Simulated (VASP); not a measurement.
# La2O3 (P-3m1) in VASP: notebook

La2O3 is run at these levels: PBE; tasks: single point, relaxation of cell and atoms.

Program: VASP 6.6.1. These are calculated values, not measurements. Logs are shortened: lines on timing, memory, paths and dates and some standing lists are left out, and cuts for length are marked.

### 1 The cell of the first run

It takes space group P-3m1 (No. 164, trigonal). Conventional cell: a = 3.940 Å, b = 3.940 Å, c = 6.188 Å, α = 90.00°, β = 90.00°, γ = 120.00°. Within 3.1 Å of La (site symmetry 3m) lie 7 O at 2.37 to 2.74 Å. Within 3.2 Å of O (site symmetry 3m) lie 4 La at 2.37 to 2.46 Å and 6 O at 2.90 to 3.16 Å. Within 3.6 Å of O (site symmetry -3m) lie 6 La at 2.74 Å and 6 O at 3.16 Å.

### 2 Single point, PBE

Input file INCAR:

```
SYSTEM = La2O3
ALGO = Normal
EDIFF = 1E-6
ENCUT = 520
GGA = PE
ISIF = 2
ISMEAR = 0
LASPH = .True.
LCHARG = .True.
LELF = .True.
LREAL = .False.
LVHAR = .True.
LWAVE = .False.
NBANDS = 28
NELM = 100
PREC = Accurate
SIGMA = 0.02
```

Input file KPOINTS:

```
k-points
0
Gamma
  9 9 4
  0 0 0
```

Input file POSCAR:

```
La2O3
1.0
    3.9404100300     -0.0000000029      0.0000000000
   -1.9702050125      3.4124951888      0.0000000000
    0.0000000000      0.0000000000      6.1875329810
La O
2 3
Direct
    0.6666666667      0.3333333333      0.7526277630
    0.3333333333      0.6666666667      0.2473722370
    0.6666666667      0.3333333333      0.3546993845
    0.3333333333      0.6666666667      0.6453006155
    0.0000000000      0.0000000000      0.0000000000
```

Potentials or basis: VASP PAW PBE potentials, release 64 (La, O).

Run with:

```sh
> cat potpaw_PBE.64/La/POTCAR potpaw_PBE.64/O/POTCAR > POTCAR
> mpirun -np 1 vasp_std > vasp.out
```

OUTCAR:

```text
SYSTEM = La2O3
   EDIFF = 1E-6
   ENCUT = 520
   GGA = PE
   ISIF = 2
   ISMEAR = 0
   LASPH = .True.
   LREAL = .False.
   NELM = 100
   PREC = Accurate

 ion  position               nearest neighbor table
   1  0.667  0.333  0.753-   4 2.37   4 2.37   4 2.37   3 2.46   5 2.74   5 2.74   5 2.74
   2  0.333  0.667  0.247-   3 2.37   3 2.37   3 2.37   4 2.46   5 2.74   5 2.74   5 2.74
   3  0.667  0.333  0.355-   2 2.37   2 2.37   2 2.37   1 2.46
   4  0.333  0.667  0.645-   1 2.37   1 2.37   1 2.37   2 2.46
   5  0.000  0.000  0.000-   1 2.74   2 2.74   1 2.74   2 2.74   1 2.74   2 2.74

  LATTYP: Found a hexagonal cell.
 ALAT       =     3.9404100300
 C/A-ratio  =     1.5702764265

  Lattice vectors:

 A1 = (   3.9404100300,  -0.0000000029,   0.0000000000)
 A2 = (  -1.9702050125,   3.4124951888,   0.0000000000)
 A3 = (   0.0000000000,   0.0000000000,   6.1875329810)

Analysis of symmetry for initial positions (statically):
=====================================================================
 Subroutine PRICEL returns:
 Original cell was already a primitive cell.

 Routine SETGRP: Setting up the symmetry group for a
 hexagonal supercell.

 Subroutine GETGRP returns: Found 12 space group operations
 (whereof 12 operations were pure point group operations)
 out of a pool of 24 trial point group operations.

The static configuration has the point symmetry D_3d.

Analysis of symmetry for dynamics (positions and initial velocities):
=====================================================================
 Subroutine PRICEL returns:
 Original cell was already a primitive cell.

 Routine SETGRP: Setting up the symmetry group for a
 hexagonal supercell.

 Subroutine GETGRP returns: Found 12 space group operations
 (whereof 12 operations were pure point group operations)
 out of a pool of 24 trial point group operations.

The dynamic configuration has the point symmetry D_3d.

 Subroutine INISYM returns: Found 12 space group operations
 (whereof 12 operations are pure point group operations),
 and found     1 'primitive' translations

----------------------------------------------------------------------------------------

                                     Primitive cell

  volume of cell :      83.2015

  direct lattice vectors                    reciprocal lattice vectors
     3.940410030 -0.000000003  0.000000000     0.253780696  0.146520353  0.000000000
    -1.970205012  3.412495189  0.000000000     0.000000000  0.293040706  0.000000000
     0.000000000  0.000000000  6.187532981     0.000000000  0.000000000  0.161615300

  length of vectors
     3.940410030  3.940410030  6.187532981     0.293040706  0.293040706  0.161615300

  position of ions in fractional coordinates (direct lattice)
     0.666666667  0.333333333  0.752627763
     0.333333333  0.666666667  0.247372237
     0.666666667  0.333333333  0.354699385
     0.333333333  0.666666667  0.645300615
     0.000000000  0.000000000  0.000000000

  ion indices of the primitive-cell ions
   primitive index   ion index
                 1           1
                 2           2
                 3           3
                 4           4
                 5           5

----------------------------------------------------------------------------------------

 KPOINTS: k-points

Automatic generation of k-mesh.
 Grid dimensions read from file:
 generate k-points for:    9    9    4

 Generating k-lattice:

  Cartesian coordinates                     Fractional coordinates (reciprocal lattice)
     0.028197855  0.016280039  0.000000000     0.111111111  0.000000000  0.000000000
     0.000000000  0.032560078  0.000000000     0.000000000  0.111111111  0.000000000
     0.000000000  0.000000000  0.040403825     0.000000000  0.000000000  0.250000000

  Length of vectors
     0.032560078  0.032560078  0.040403825

  Shift w.r.t. Gamma in fractional coordinates (k-lattice)
     0.000000000  0.000000000  0.000000000

 Subroutine IBZKPT returns following result:
 ===========================================

 Found     43 irreducible k-points:

 Following reciprocal coordinates:
            Coordinates               Weight
  0.000000  0.000000  0.000000      1.000000
  0.111111 -0.000000  0.000000      6.000000
  0.222222 -0.000000  0.000000      6.000000
  0.333333  0.000000  0.000000      6.000000
  0.444444 -0.000000  0.000000      6.000000
  0.111111  0.111111  0.000000      6.000000
[... 16 lines left out ...]
  0.222222  0.111111  0.250000     12.000000
 -0.111111  0.333333  0.250000     12.000000
 [... further k-points ...]
   k-points           NKPTS =     43   k-points in BZ     NKDIM =     43   number of bands    NBANDS=     28
   number of dos      NEDOS =    301   number of ions     NIONS =      5
   total plane-waves  NPLWV =  43200
   dimension x,y,z NGX =    30 NGY =   30 NGZ =   48
   dimension x,y,z NGXF=    60 NGYF=   60 NGZF=   96
   ions per type =               2   3
   NGX,Y,Z   is equivalent  to a cutoff of  12.66, 12.66, 12.90 a.u.
   NGXF,Y,Z  is equivalent  to a cutoff of  25.31, 25.31, 25.79 a.u.
 SYSTEM =  La2O3
   PREC   = accura    normal or accurate (medium, high low for compatibility)
   ISTART =      0    job   : 0-new  1-cont  2-samecut
   ICHARG =      2    charge: 1-file 2-atom 10-const
   ISPIN  =      1    spin polarized calculation?
   LNONCOLLINEAR =      F non collinear calculations
   LSORBIT =      F    spin-orbit coupling
   LASPH  =      T    aspherical Exc in radial PAW
   ENCUT  =  520.0 eV  38.22 Ry    6.18 a.u.   7.33  7.33 11.50*2*pi/ulx,y,z
   NELM   =    100;   NELMIN=  2; NELMDL= -5     # of ELM steps
   EDIFF  = 0.1E-05   stopping-criterion for ELM
   LREAL  =      F    real-space projection
[... 7 lines left out ...]
   TEBEG  =    0.0;   TEEND  =   0.0 temperature during run
   PSTRESS=    0.0 pullay stress
   NELECT =      40.0000    total number of electrons
   NUPDOWN=      -1.0000    fix difference up-down
   EMIN   =  10.00;   EMAX   =-10.00  energy-range for DOS
   EFERMI =   0.00;   METHOD = LEGACY
   ISMEAR =     0;   SIGMA  =   0.02  broadening in eV -4-tet -1-fermi 0-gaus
   EFERMI_NEDOS =   21; number of points for ismear=-14 and -15
   IALGO  =     38    algorithm
   IMIX   =      4    mixing-type and parameters
     AMIX     =   0.40;   BMIX     =  1.00
     AMIX_MAG =   1.60;   BMIX_MAG =  1.00
  volume/ion in A,a.u.               =      16.64       112.29
  Fermi-wavevector in a.u.,A,eV,Ry     =   1.282482  2.423539 22.378308  1.644759
  Thomas-Fermi vector in A             =   2.414791
   LORBIT       =      0    0 simple, 1 ext, 2 COOP (PROOUT), +10 PAW based schemes
   GGA     = PE    functional components
   LHFCALC =     F    Hartree Fock is set to
   AEXX    =    0.0000 exact exchange contribution
   IVDW    =     0    specifies the selected vdW correction
   LEPSILON=     F    determine dielectric tensor
   LRPA    =     F    only Hartree local field effects (RPA)
 non-spin polarized calculation
 Gauss-broadening in eV      SIGMA  =   0.02
  energy-cutoff  :      520.00
  volume of cell :       83.20
 maximum number of plane-waves:      2273
 NGX is ok and might be reduce to    30
   NGX = 15   NGY = 15   NGZ = 23

 number of electron      39.9999988 magnetization

 Free energy of the ion-electron system (eV)
  ---------------------------------------------------
  ext. energy  EPLUGINS =         0.00000000
  ---------------------------------------------------
  free energy    TOTEN  =       -41.82511897 eV

  energy without entropy =      -41.82511897  energy(sigma->0) =      -41.82511897

 E-fermi :   5.9723     XC(G=0): -10.3859

 val. band max:        5.7912945890   @ k =   0.4444  -0.0000   0.5000
 cond. band min:       9.6681954987   @ k =   0.3333   0.3333   0.0000
 fundamental gap:      3.8769009097
 Fermi energy:         5.9722511837

 k-point     1 :       0.0000    0.0000    0.0000
  band No.  band energies     occupation
      1     -24.0570      2.00000
      2     -23.8381      2.00000
      3     -11.0742      2.00000
      4      -9.8471      2.00000
      5      -9.3892      2.00000
      6      -7.5211      2.00000
[... 20 lines left out ...]
     27      11.1107      0.00000
     28      11.3000      0.00000

 k-point     2 :       0.1111   -0.0000    0.0000
  band No.  band energies     occupation
      1     -24.0369      2.00000
      2     -23.8293      2.00000
      3     -11.0759      2.00000
      4     -10.0758      2.00000
      5      -9.5540      2.00000
      6      -7.5684      2.00000
[... 20 lines left out ...]
     27      11.1932      0.00000
     28      11.3218      0.00000

 k-point     3 :       0.2222   -0.0000    0.0000
  band No.  band energies     occupation
      1     -23.9839      2.00000
      2     -23.8088      2.00000
      3     -11.1352      2.00000
      4     -10.5575      2.00000
      5      -9.7545      2.00000
      6      -7.6779      2.00000
[... 20 lines left out ...]
     27      11.2284      0.00000
     28      11.2797      0.00000

 k-point     4 :       0.3333    0.0000    0.0000
  band No.  band energies     occupation
      1     -23.9173      2.00000
      2     -23.7904      2.00000
      3     -11.2858      2.00000
      4     -11.0209      2.00000
      5      -9.7064      2.00000
      6      -7.7910      2.00000
[... 578 lines left out ...]
     27      11.1278      0.00000
     28      11.2904      0.00000

 k-point    23 :       0.2222    0.1111    0.2500
  band No.  band energies     occupation
      1     -23.9196      2.00000
      2     -23.8166      2.00000
      3     -11.2666      2.00000
      4     -10.8572      2.00000
      5      -9.7354      2.00000
      6      -7.7807      2.00000
[... 20 lines left out ...]
     27      11.1496      0.00000
     28      11.2432      0.00000

 k-point    24 :      -0.1111    0.3333    0.2500
  band No.  band energies     occupation
      1     -23.9201      2.00000
      2     -23.8161      2.00000
      3     -11.2653      2.00000
      4     -10.9104      2.00000
      5      -9.5946      2.00000
      6      -7.8274      2.00000
[... 20 lines left out ...]
     27      11.1360      0.00000
     28      11.2177      0.00000

 [... further k-points ...]
[... 5 lines left out ...]
  --------------------------------------------------------------------------------------
  -------------------------------------------------------------------------------------
  Total       -0.1541650     -0.1541650     -0.1199096      0.0000000      0.0000000     -0.0000000
  in kB       -2.9686940     -2.9686940     -2.3090508      0.0000000      0.0000000     -0.0000000
  external PRESSURE =      -2.7488129 kB  Pullay stress =       0.0000000 kB

 VOLUME and BASIS-vectors are now :
 -----------------------------------------------------------------------------
  energy-cutoff  :      520.00
  volume of cell :       83.20
      direct lattice vectors                 reciprocal lattice vectors
     3.940410030 -0.000000003  0.000000000     0.253780696  0.146520353  0.000000000
    -1.970205012  3.412495189  0.000000000     0.000000000  0.293040706  0.000000000
     0.000000000  0.000000000  6.187532981     0.000000000  0.000000000  0.161615300

 POSITION                                       TOTAL-FORCE (eV/Angst)
 -----------------------------------------------------------------------------------
      1.97021      1.13750      4.65691        -0.000000      0.000000     -0.012523
      0.00000      2.27500      1.53062         0.000000     -0.000000      0.012523
      1.97021      1.13750      2.19471         0.000000     -0.000000     -0.004641
      0.00000      2.27500      3.99282        -0.000000      0.000000      0.004641
      0.00000      0.00000      0.00000         0.000000     -0.000000      0.000000
 -----------------------------------------------------------------------------------
    total drift:                               -0.000000      0.000000      0.000000

  FREE ENERGIE OF THE ION-ELECTRON SYSTEM (eV)
  ---------------------------------------------------
  free  energy   TOTEN  =       -41.8251189742 eV

  energy  without entropy=      -41.8251189742  energy(sigma->0) =      -41.82511897
```

It took 60 s on 1 thread of Intel Xeon 6975P-C (Granite Rapids), shared host; peak memory 0.26 GiB.

Results:

```
Free energy            : -41.8251 eV
Pressure               : -0.3 GPa
Largest force          : 0.013 eV/Å
Band gap on the k mesh : 3.88 eV (least direct gap 3.98 eV)
```

Forces on the atoms (eV/Å):
```
La   0.000  0.000 -0.013
La   0.000  0.000  0.013
O    0.000  0.000 -0.005
O    0.000  0.000  0.005
O    0.000  0.000  0.000
```

Caveat: spin-orbit coupling is left out, which moves the levels of the heavy elements; an odd mesh through Γ misses points on the zone boundary, where band edges can lie.

(Continued in part 2 of 2.)
